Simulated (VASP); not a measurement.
Set up this calculation in VASP 6.6.1, as the native input.

- Task: single point
- Functional: PBE
- Potentials or basis: VASP PAW PBE potentials, release 64 (V_sv)
- Cutoff: 520 eV
- k mesh: 14 × 14 × 14
- Occupations: fermi-dirac, width 0.08 eV
- Spin: no spin polarisation
- Dipole correction: no
- Further INCAR settings: ALGO = Normal; EDIFF = 1e-07; NBANDS = 20

The structure of V lies in POSCAR:

```
V
1.0
    0.0000000000      2.2378997745      2.2378997745
    2.2378997745      0.0000000000      2.2378997745
    2.2378997745      2.2378997745      0.0000000000
V
2
Direct
   -0.1250000000     -0.1250000000     -0.1250000000
    0.1250000000      0.1250000000      0.1250000000
```

This cell differs from its parent crystal: volume scaled by 0.6.

One way to write it, as run:

INCAR

```
  PREC = Accurate
  ENCUT = 520
  EDIFF = 1E-7
  ISMEAR = -1
  SIGMA = 0.08
  LREAL = F
  LASPH = T
  NELM = 60
  ALGO = Normal
  ISIF = 2
  LWAVE = F
  LCHARG = F
  GGA = PE
  NBANDS = 20
```

KPOINTS

```
Automatic mesh
0
Gamma
  14 14 14
```

Potentials or basis: VASP PAW PBE potentials, release 64 (V_sv).

Launch:

```console
$ cat potpaw_PBE.64/V_sv/POTCAR > POTCAR
$ mpirun -np 1 vasp_std > vasp.out
```

It gave:

```json
{
  "Pressure": "99.3 GPa",
  "Band gap on the k mesh": "zero (band 13 reaches 13.69 eV, above the bottom of band 14 at 10.98 eV)"
}
```

Run time: 12 s on 1 thread of Intel Xeon 6975P-C, with other jobs on the host, peak memory 0.16 GiB.
